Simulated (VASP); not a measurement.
Set up this calculation in VASP 6.6.1, as the native input.

| Item | Value |
| --- | --- |
| Task | electric field gradients |
| Functional | PBEsol |
| Potentials or basis | VASP PAW PBE potentials, release 64 (Ru_pv) |
| Cutoff | 520 eV |
| k mesh | 18 × 18 × 10 |
| Occupations | fermi-dirac, width 0.15 eV |
| Spin | no spin polarisation |
| Dipole correction | no |
| Further INCAR settings | ALGO = Fast; EDIFF = 1e-08; NBANDS = 21 |

The structure of Ru lies in POSCAR:

```
Ru
1.0
    2.6916927099      0.0000000000      0.0000000000
   -1.3458463550      2.3310742660      0.0000000000
    0.0000000000      0.0000000000      4.2517439369
Ru
2
Direct
    0.3333333333      0.6666666667      0.2500000000
    0.6666666667      0.3333333333      0.7500000000
```

These files were run (other wordings do the same):

INCAR

```
PREC = Accurate
ENCUT = 520
EDIFF = 1E-8
ISMEAR = -1
SIGMA = 0.15
LREAL = F
LASPH = T
NELM = 100
ALGO = Fast
ISIF = 2
LWAVE = F
LCHARG = F
GGA = PS
LEFG = T
NBANDS = 21
```

KPOINTS

```
regular mesh
0
Gamma
  18 18 10
```

Potentials or basis: VASP PAW PBE potentials, release 64 (Ru_pv).

Launch:

```sh
$ cat potpaw_PBE.64/Ru_pv/POTCAR > POTCAR
$ mpirun -np 1 vasp_std > vasp.out
```

It gave:

```
Pressure               : -0.1 GPa
Band gap on the k mesh : zero (band 14 reaches 14.55 eV, above the bottom of band 15 at 11.34 eV)
```

Caveat: without QUAD_EFG the Cq values of the log hold for a quadrupole moment of 1 mb, not for the nuclei; the PAW data sets were made with another functional, which shifts forces and pressure a little.

It took 100 s on 1 thread of Intel Xeon 6975P-C, with other jobs on the host, peak memory 0.21 GiB.
